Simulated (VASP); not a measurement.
**Ge: electric field gradients with PBE**

Ge:

```
Ge
1.0
     0.00000    2.91363    2.82877
     2.91363    0.00000    2.82877
     2.91363    2.91363    0.00000
Ge
2
Cartesian
  2.9136 2.9136 2.8288
  4.3704 4.3704 4.2432
```

This cell differs from its parent crystal: equal xx and yy strain of +3 %.

| Quantity | Value |
| --- | --- |
| Program | VASP 6.6.1 |
| Task | electric field gradients |
| Functional | PBE |
| Potentials or basis | VASP PAW PBE potentials, release 64 (Ge_d) |
| Cutoff | 520 eV |
| k mesh | 10 × 10 × 10 |
| Occupations | fermi-dirac, width 0.05 eV |
| Spin | no spin polarisation |
| Dipole correction | no |
| Further INCAR settings | ALGO = Normal; EDIFF = 1e-08; NBANDS = 21 |

* Pressure: -0.3 GPa
* Band gap on the k mesh: 0.07 eV, indirect (least direct gap 0.21 eV)

Stress tensor (GPa, compression positive):
```
-0.93  0.00  0.00
 0.00 -0.93  0.00
 0.00  0.00  0.93
```

Levels at points of the mesh, in eV from the valence-band top:
| k point | band 10 | band 11 | band 12 | band 13 | band 14 | band 15 | band 16 | band 17 | band 18 | band 19 |
| --- | --- | --- | --- | --- | --- | --- | --- | --- | --- | --- |
| (0.00, 0.00, 0.00) | -24.44 | -12.26 | -0.43 | 0.00 | 0.00 | 0.21 | 2.51 | 2.65 | 2.65 | 6.36 |
| (0.50, 0.00, 0.00) | -24.42 | -10.32 | -7.27 | -1.37 | -1.12 | 0.07 | 3.70 | 3.88 | 7.18 | 10.20 |
| (0.50, 0.50, 0.00) | -24.42 | -8.51 | -8.51 | -2.93 | -2.93 | 0.75 | 0.75 | 9.12 | 9.12 | 11.17 |
| (0.50, 0.00, 0.50) | -24.41 | -8.64 | -8.64 | -2.73 | -2.73 | 0.97 | 0.97 | 9.05 | 9.05 | 11.01 |

Electric field gradients, principal values (V/Å²):
| atom | least | middle | greatest (by size) |
| --- | --- | --- | --- |
| 1 Ge | -0.970 | -0.975 | 1.945 |
| 2 Ge | -0.970 | -0.975 | 1.945 |

It took 110 s on 1 thread of Intel(R) Xeon(R) Platinum 8259CL CPU @ 2.50GHz (Skylake/Cascade Lake), with other jobs on the host, peak memory 0.22 GiB.

Caveat: the cell differs from its parent crystal (equal xx and yy strain of +3 %); without QUAD_EFG the Cq values of the log hold for a quadrupole moment of 1 mb, not for the nuclei. A k mesh can miss the band edges.
